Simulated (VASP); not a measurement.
# RbCaH3 (Pm-3m) in VASP: further runs

RbCaH3 is run at these levels: LDA; tasks: single point.

Program: VASP 6.6.1. These are calculated values, not measurements. Logs are shortened: lines on timing, memory, paths and dates and some standing lists are left out, and cuts for length are marked.

## (1) The cell of the first run

The structure is cubic, space group Pm-3m (No. 221). The conventional cell has a = 3.906 Å, b = 3.906 Å, c = 3.906 Å, α = 90.00°, β = 90.00°, γ = 90.00°. Within 3.6 Å of Rb (site symmetry m-3m) lie 12 H at 2.76 Å and 8 Ca at 3.38 Å. Ca (site symmetry m-3m) has 6 H at 1.95 Å within 2.6 Å. H (site symmetry 4/mmm) has 2 Ca at 1.95 Å within 2.6 Å.

## (2) Single point, LDA

INCAR

```
PREC = Accurate
ENCUT = 520
EDIFF = 1E-6
ISMEAR = 0
SIGMA = 0.01
LREAL = F
LASPH = T
NELM = 80
ALGO = Normal
ISIF = 2
LWAVE = F
LCHARG = F
GGA = CA
NBANDS = 19
```

KPOINTS

```
Automatic mesh
0
Gamma
  4 4 4
```

POSCAR

```
RbCaH3
1.0
    3.9062741692      0.0000000000      0.0000000000
    0.0000000000      3.9062741692      0.0000000000
    0.0000000000      0.0000000000      3.9062741692
Rb Ca H
1 1 3
Direct
    0.0000000000      0.0000000000      0.0000000000
    0.5000000000      0.5000000000      0.5000000000
    0.0000000000      0.5000000000      0.5000000000
    0.5000000000      0.0000000000      0.5000000000
    0.5000000000      0.5000000000      0.0000000000
```

Potentials or basis: VASP PAW LDA potentials, release 64 (Rb_sv, Ca_sv, H).

Run with:

```bash
$ cat potpaw_LDA.64/Rb_sv/POTCAR potpaw_LDA.64/Ca_sv/POTCAR potpaw_LDA.64/H/POTCAR > POTCAR
$ mpirun -np 1 vasp_std > vasp.out
```

OUTCAR:

```text
PREC = Accurate
   ENCUT = 520
   EDIFF = 1E-6
   ISMEAR = 0
   LREAL = F
   LASPH = T
   NELM = 80
   ISIF = 2
   GGA = CA

 ion  position               nearest neighbor table
   1  0.000  0.000  0.000-   3 2.76   4 2.76   5 2.76   3 2.76   4 2.76   3 2.76   5 2.76   3 2.76
                             4 2.76   5 2.76   4 2.76   5 2.76   2 3.38   2 3.38   2 3.38   2 3.38
   2  0.500  0.500  0.500-   3 1.95   4 1.95   5 1.95   5 1.95   4 1.95   3 1.95   1 3.38   1 3.38
                             1 3.38   1 3.38   1 3.38   1 3.38   1 3.38   1 3.38
   3  0.000  0.500  0.500-   2 1.95   2 1.95   1 2.76   1 2.76   1 2.76   1 2.76
   4  0.500  0.000  0.500-   2 1.95   2 1.95   1 2.76   1 2.76   1 2.76   1 2.76
   5  0.500  0.500  0.000-   2 1.95   2 1.95   1 2.76   1 2.76   1 2.76   1 2.76

  LATTYP: Found a simple cubic cell.
 ALAT       =     3.9062741692

  Lattice vectors:

 A1 = (   3.9062741692,   0.0000000000,   0.0000000000)
 A2 = (   0.0000000000,   3.9062741692,   0.0000000000)
 A3 = (   0.0000000000,   0.0000000000,   3.9062741692)

Analysis of symmetry for initial positions (statically):
=====================================================================
 Subroutine PRICEL returns:
 Original cell was already a primitive cell.

 Routine SETGRP: Setting up the symmetry group for a
 simple cubic supercell.

 Subroutine GETGRP returns: Found 48 space group operations
 (whereof 48 operations were pure point group operations)
 out of a pool of 48 trial point group operations.

The static configuration has the point symmetry O_h .

Analysis of symmetry for dynamics (positions and initial velocities):
=====================================================================
 Subroutine PRICEL returns:
 Original cell was already a primitive cell.

 Routine SETGRP: Setting up the symmetry group for a
 simple cubic supercell.

 Subroutine GETGRP returns: Found 48 space group operations
 (whereof 48 operations were pure point group operations)
 out of a pool of 48 trial point group operations.

The dynamic configuration has the point symmetry O_h .

 Subroutine INISYM returns: Found 48 space group operations
 (whereof 48 operations are pure point group operations),
 and found     1 'primitive' translations

----------------------------------------------------------------------------------------

                                     Primitive cell

  volume of cell :      59.6058

  direct lattice vectors                    reciprocal lattice vectors
     3.906274169  0.000000000  0.000000000     0.255998416  0.000000000  0.000000000
     0.000000000  3.906274169  0.000000000     0.000000000  0.255998416  0.000000000
     0.000000000  0.000000000  3.906274169     0.000000000  0.000000000  0.255998416

  length of vectors
     3.906274169  3.906274169  3.906274169     0.255998416  0.255998416  0.255998416

  position of ions in fractional coordinates (direct lattice)
     0.000000000  0.000000000  0.000000000
     0.500000000  0.500000000  0.500000000
     0.000000000  0.500000000  0.500000000
     0.500000000  0.000000000  0.500000000
     0.500000000  0.500000000  0.000000000

  ion indices of the primitive-cell ions
   primitive index   ion index
                 1           1
                 2           2
                 3           3
                 4           4
                 5           5

----------------------------------------------------------------------------------------

 KPOINTS: Automatic mesh

Automatic generation of k-mesh.
 Grid dimensions read from file:
 generate k-points for:    4    4    4

 Generating k-lattice:

  Cartesian coordinates                     Fractional coordinates (reciprocal lattice)
     0.063999604  0.000000000  0.000000000     0.250000000  0.000000000  0.000000000
     0.000000000  0.063999604  0.000000000     0.000000000  0.250000000  0.000000000
     0.000000000  0.000000000  0.063999604     0.000000000  0.000000000  0.250000000

  Length of vectors
     0.063999604  0.063999604  0.063999604

  Shift w.r.t. Gamma in fractional coordinates (k-lattice)
     0.000000000  0.000000000  0.000000000

 Subroutine IBZKPT returns following result:
 ===========================================

 Found     10 irreducible k-points:

 Following reciprocal coordinates:
            Coordinates               Weight
  0.000000  0.000000  0.000000      1.000000
  0.250000  0.000000  0.000000      6.000000
  0.500000  0.000000  0.000000      3.000000
  0.250000  0.250000  0.000000     12.000000
  0.500000  0.250000  0.000000     12.000000
  0.500000  0.500000  0.000000      3.000000
  0.250000  0.250000  0.250000      8.000000
  0.500000  0.250000  0.250000     12.000000
  0.500000  0.500000  0.250000      6.000000
  0.500000  0.500000  0.500000      1.000000
   k-points           NKPTS =     10   k-points in BZ     NKDIM =     10   number of bands    NBANDS=     19
   number of dos      NEDOS =    301   number of ions     NIONS =      5
   total plane-waves  NPLWV =  27000
   dimension x,y,z NGX =    30 NGY =   30 NGZ =   30
   dimension x,y,z NGXF=    60 NGYF=   60 NGZF=   60
   ions per type =               1   1   3
   NGX,Y,Z   is equivalent  to a cutoff of  12.77, 12.77, 12.77 a.u.
   NGXF,Y,Z  is equivalent  to a cutoff of  25.54, 25.54, 25.54 a.u.
 SYSTEM =  unknown system
   PREC   = accura    normal or accurate (medium, high low for compatibility)
   ISTART =      0    job   : 0-new  1-cont  2-samecut
   ICHARG =      2    charge: 1-file 2-atom 10-const
   ISPIN  =      1    spin polarized calculation?
   LNONCOLLINEAR =      F non collinear calculations
   LSORBIT =      F    spin-orbit coupling
   LASPH  =      T    aspherical Exc in radial PAW
   ENCUT  =  520.0 eV  38.22 Ry    6.18 a.u.   7.26  7.26  7.26*2*pi/ulx,y,z
   NELM   =     80;   NELMIN=  2; NELMDL= -5     # of ELM steps
   EDIFF  = 0.1E-05   stopping-criterion for ELM
   LREAL  =      F    real-space projection
   EDIFFG = 0.1E-04   stopping-criterion for IOM
   NSW    =      0    number of steps for IOM
   IBRION =     -1    ionic relax: 0-MD 1-quasi-New 2-CG
   NFREE  =      0    steps in history (QN), initial steepest desc. (CG)
   ISIF   =      2    stress and relaxation
   ISYM   =      2    0-nonsym 1-usesym 2-fastsym
   POTIM  = 0.5000    time-step for ionic-motion
   TEBEG  =    0.0;   TEEND  =   0.0 temperature during run
   PSTRESS=    0.0 pullay stress
   NELECT =      22.0000    total number of electrons
   NUPDOWN=      -1.0000    fix difference up-down
   EMIN   =  10.00;   EMAX   =-10.00  energy-range for DOS
   EFERMI =   0.00;   METHOD = LEGACY
   ISMEAR =     0;   SIGMA  =   0.01  broadening in eV -4-tet -1-fermi 0-gaus
   EFERMI_NEDOS =   21; number of points for ismear=-14 and -15
   IALGO  =     38    algorithm
   IMIX   =      4    mixing-type and parameters
     AMIX     =   0.40;   BMIX     =  1.00
     AMIX_MAG =   1.60;   BMIX_MAG =  1.00
  volume/ion in A,a.u.               =      11.92        80.45
  Fermi-wavevector in a.u.,A,eV,Ry     =   1.174320  2.219142 18.762797  1.379027
  Thomas-Fermi vector in A             =   2.310719
   LORBIT       =      0    0 simple, 1 ext, 2 COOP (PROOUT), +10 PAW based schemes
   GGA     = CA    functional components
   LHFCALC =     F    Hartree Fock is set to
   AEXX    =    0.0000 exact exchange contribution
   IVDW    =     0    specifies the selected vdW correction
   LEPSILON=     F    determine dielectric tensor
   LRPA    =     F    only Hartree local field effects (RPA)
 non-spin polarized calculation
 Gauss-broadening in eV      SIGMA  =   0.01
  energy-cutoff  :      520.00
  volume of cell :       59.61
 maximum number of plane-waves:      1640
 NGX is ok and might be reduce to    30
   NGX = 15   NGY = 15   NGZ = 15

 number of electron      22.0000005 magnetization

 Free energy of the ion-electron system (eV)
  ---------------------------------------------------
  ext. energy  EPLUGINS =         0.00000000
  ---------------------------------------------------
  free energy    TOTEN  =       -14.63884112 eV

  energy without entropy =      -14.63884112  energy(sigma->0) =      -14.63884112

 E-fermi :   1.3275     XC(G=0):  -9.9831

 val. band max:        1.2335511397   @ k =   0.5000   0.5000   0.0000
 cond. band min:       3.1941588557   @ k =   0.5000   0.5000   0.0000
 fundamental gap:      1.9606077159
 Fermi energy:         1.3275167291

 k-point     1 :       0.0000    0.0000    0.0000
  band No.  band energies     occupation
      1     -36.2938      2.00000
      2     -24.4279      2.00000
      3     -17.7245      2.00000
      4     -17.7245      2.00000
      5     -17.7245      2.00000
      6      -8.4596      2.00000
[... 11 lines left out ...]
     18      10.4137      0.00000
     19      10.4137      0.00000

 k-point     2 :       0.2500    0.0000    0.0000
  band No.  band energies     occupation
      1     -36.2883      2.00000
      2     -24.4107      2.00000
      3     -17.8138      2.00000
      4     -17.7167      2.00000
      5     -17.7167      2.00000
      6      -8.9370      2.00000
[... 11 lines left out ...]
     18       8.6768      0.00000
     19       9.9909      0.00000

 k-point     3 :       0.5000    0.0000    0.0000
  band No.  band energies     occupation
      1     -36.2828      2.00000
      2     -24.3935      2.00000
      3     -17.9002      2.00000
      4     -17.7088      2.00000
      5     -17.7088      2.00000
      6      -9.3373      2.00000
[... 11 lines left out ...]
     18       8.1330      0.00000
     19       9.1676      0.00000

 k-point     4 :       0.2500    0.2500    0.0000
  band No.  band energies     occupation
      1     -36.2829      2.00000
      2     -24.3896      2.00000
      3     -17.8253      2.00000
      4     -17.8066      2.00000
      5     -17.7099      2.00000
      6      -8.9132      2.00000
[... 99 lines left out ...]
     18      10.5773      0.00000
     19      10.8820      0.00000

 k-point     9 :       0.5000    0.5000    0.2500
  band No.  band energies     occupation
      1     -36.2672      2.00000
      2     -24.3223      2.00000
      3     -17.9109      2.00000
      4     -17.9109      2.00000
      5     -17.7986      2.00000
      6      -8.9930      2.00000
[... 11 lines left out ...]
     18      10.9179      0.00000
     19      11.8100      0.00000

 k-point    10 :       0.5000    0.5000    0.5000
  band No.  band energies     occupation
      1     -36.2621      2.00000
      2     -24.3016      2.00000
      3     -17.8971      2.00000
      4     -17.8971      2.00000
      5     -17.8971      2.00000
      6      -8.9718      2.00000
[... 11 lines left out ...]
     18      12.1925      0.00000
     19      12.1925      0.00000

------------------------ aborting loop because EDIFF is reached ----------------------------------------

  FORCE on cell =-STRESS in cart. coord.  units (eV):
  Direction    XX          YY          ZZ          XY          YZ          ZX
  --------------------------------------------------------------------------------------
  -------------------------------------------------------------------------------------
  Total        7.5569484      7.5569484      7.5569484     -0.0000000     -0.0000000      0.0000000
  in kB      203.1275714    203.1275714    203.1275714     -0.0000000     -0.0000000      0.0000000
  external PRESSURE =     203.1275714 kB  Pullay stress =       0.0000000 kB

 VOLUME and BASIS-vectors are now :
 -----------------------------------------------------------------------------
  energy-cutoff  :      520.00
  volume of cell :       59.61
      direct lattice vectors                 reciprocal lattice vectors
     3.906274169  0.000000000  0.000000000     0.255998416  0.000000000  0.000000000
     0.000000000  3.906274169  0.000000000     0.000000000  0.255998416  0.000000000
     0.000000000  0.000000000  3.906274169     0.000000000  0.000000000  0.255998416

 POSITION                                       TOTAL-FORCE (eV/Angst)
 -----------------------------------------------------------------------------------
      0.00000      0.00000      0.00000         0.000000      0.000000      0.000000
      1.95314      1.95314      1.95314         0.000000      0.000000      0.000000
      0.00000      1.95314      1.95314         0.000000      0.000000      0.000000
      1.95314      0.00000      1.95314         0.000000      0.000000      0.000000
      1.95314      1.95314      0.00000         0.000000      0.000000      0.000000
 -----------------------------------------------------------------------------------
    total drift:                                0.000000      0.000000      0.000000

  FREE ENERGIE OF THE ION-ELECTRON SYSTEM (eV)
  ---------------------------------------------------
  free  energy   TOTEN  =       -14.6388411243 eV

  energy  without entropy=      -14.6388411243  energy(sigma->0) =      -14.63884112
```

Wall time 11 s (1 thread of Intel Xeon Platinum 8259CL at 2.50GHz (Skylake/Cascade Lake), shared host); peak memory 0.15 GiB.

What came out:

```
Free energy            : -14.6388 eV
Pressure               : 20.3 GPa
Band gap on the k mesh : 1.96 eV, direct
```

Levels at points of the mesh, in eV from the valence-band top:
```
           k point  band 8  band 9  band 10  band 11  band 12  band 13  band 14  band 15
(0.00, 0.00, 0.00)   -9.69   -4.37    -2.07    -2.07     6.01     6.01     6.01     7.32
(0.50, 0.00, 0.00)   -9.67   -2.09    -1.57    -1.47     4.74     5.57     5.57     6.36
(0.50, 0.50, 0.00)   -9.59   -2.77     0.00     0.00     1.96     4.15     4.15     6.38
(0.50, 0.50, 0.50)  -10.21   -0.93    -0.93    -0.93     4.30     4.30     4.30     6.99
```

## (3) Single point, LDA

This run uses another cell than the first one, of 13.57 Å³/atom, 1.138 times its volume.

INCAR

```
  ALGO = Normal
  EDIFF = 1E-7
  ENCUT = 520
  ISIF = 2
  ISMEAR = 0
  LASPH = True
  LCHARG = True
  LELF = True
  LREAL = False
  LVHAR = True
  LWAVE = False
  NBANDS = 19
  NELM = 80
  PREC = Accurate
  SIGMA = 0.01
```

KPOINTS

```
k-points
0
Gamma
  4 4 4
```

Changes to POSCAR since step 2:

```diff
@@ -2,5 +2,5 @@
 1.0
-    3.9062741692      0.0000000000      0.0000000000
-    0.0000000000      3.9062741692      0.0000000000
-    0.0000000000      0.0000000000      3.9062741692
+    4.0787398548      0.0000000000      0.0000000000
+    0.0000000000      4.0787398548      0.0000000000
+    0.0000000000      0.0000000000      4.0787398548
 Rb Ca H
```

Potentials or basis: VASP PAW LDA potentials, release 64 (Rb_sv, Ca_sv, H).

Run with:

```bash
$ cat potpaw_LDA.64/Rb_sv/POTCAR potpaw_LDA.64/Ca_sv/POTCAR potpaw_LDA.64/H/POTCAR > POTCAR
$ mpirun -np 1 vasp_std > vasp.out
```

OUTCAR:

```text
EDIFF = 1E-7
   ENCUT = 520
   ISIF = 2
   ISMEAR = 0
   LASPH = True
   LREAL = False
   NELM = 80
   PREC = Accurate

 ion  position               nearest neighbor table
   1  0.000  0.000  0.000-   3 2.88   4 2.88   5 2.88   3 2.88   4 2.88   3 2.88   5 2.88   3 2.88
                             4 2.88   5 2.88   4 2.88   5 2.88   2 3.53   2 3.53   2 3.53   2 3.53
   2  0.500  0.500  0.500-   1 3.53   1 3.53   1 3.53   1 3.53   1 3.53   1 3.53   1 3.53   1 3.53

   3  0.000  0.500  0.500-   1 2.88   1 2.88   1 2.88   1 2.88
   4  0.500  0.000  0.500-   1 2.88   1 2.88   1 2.88   1 2.88
   5  0.500  0.500  0.000-   1 2.88   1 2.88   1 2.88   1 2.88

  LATTYP: Found a simple cubic cell.
 ALAT       =     4.0787398548

  Lattice vectors:

 A1 = (   4.0787398548,   0.0000000000,   0.0000000000)
 A2 = (   0.0000000000,   4.0787398548,   0.0000000000)
 A3 = (   0.0000000000,   0.0000000000,   4.0787398548)

Analysis of symmetry for initial positions (statically):
=====================================================================
 Subroutine PRICEL returns:
 Original cell was already a primitive cell.

[... 163 lines left out ...]
 cond. band min:       2.6421251200   @ k =   0.5000   0.5000   0.0000
 fundamental gap:      2.3735386557
 Fermi energy:         0.4249905654

 k-point     1 :       0.0000    0.0000    0.0000
  band No.  band energies     occupation
      1     -37.2816      2.00000
      2     -25.0762      2.00000
      3     -18.6776      2.00000
      4     -18.6776      2.00000
      5     -18.6776      2.00000
      6      -9.1614      2.00000
[... 197 lines left out ...]
      6      -9.5136      2.00000
[... 11 lines left out ...]
     18      10.8596      0.00000
     19      10.8596      0.00000

------------------------ aborting loop because EDIFF is reached ----------------------------------------

  FORCE on cell =-STRESS in cart. coord.  units (eV):
  Direction    XX          YY          ZZ          XY          YZ          ZX
  --------------------------------------------------------------------------------------
  -------------------------------------------------------------------------------------
  Total        4.3123788      4.3123788      4.3123788      0.0000000      0.0000000      0.0000000
  in kB      101.8238380    101.8238380    101.8238380      0.0000000      0.0000000      0.0000000
  external PRESSURE =     101.8238380 kB  Pullay stress =       0.0000000 kB

 VOLUME and BASIS-vectors are now :
 -----------------------------------------------------------------------------
  energy-cutoff  :      520.00
  volume of cell :       67.85
      direct lattice vectors                 reciprocal lattice vectors
     4.078739855  0.000000000  0.000000000     0.245173763  0.000000000  0.000000000
     0.000000000  4.078739855  0.000000000     0.000000000  0.245173763  0.000000000
     0.000000000  0.000000000  4.078739855     0.000000000  0.000000000  0.245173763

 POSITION                                       TOTAL-FORCE (eV/Angst)
 -----------------------------------------------------------------------------------
      0.00000      0.00000      0.00000         0.000000      0.000000      0.000000
      2.03937      2.03937      2.03937         0.000000      0.000000      0.000000
      0.00000      2.03937      2.03937         0.000000      0.000000      0.000000
      2.03937      0.00000      2.03937         0.000000      0.000000      0.000000
      2.03937      2.03937      0.00000         0.000000      0.000000      0.000000
 -----------------------------------------------------------------------------------
    total drift:                                0.000000      0.000000      0.000000

  FREE ENERGIE OF THE ION-ELECTRON SYSTEM (eV)
  ---------------------------------------------------
  free  energy   TOTEN  =       -15.4069895979 eV

  energy  without entropy=      -15.4069895979  energy(sigma->0) =      -15.40698960
```

Wall time 12 s (1 thread of Intel Xeon Platinum 8259CL at 2.50GHz (Skylake/Cascade Lake), shared host); peak memory 0.15 GiB.

What came out:

```yaml
Free_energy: -15.4070 eV
Pressure: 10.2 GPa
Band_gap_on_the_k_mesh: 2.37 eV, direct
```

A k mesh can miss the band edges. A hybrid or GW would open this gap; LDA tends to underestimate it.
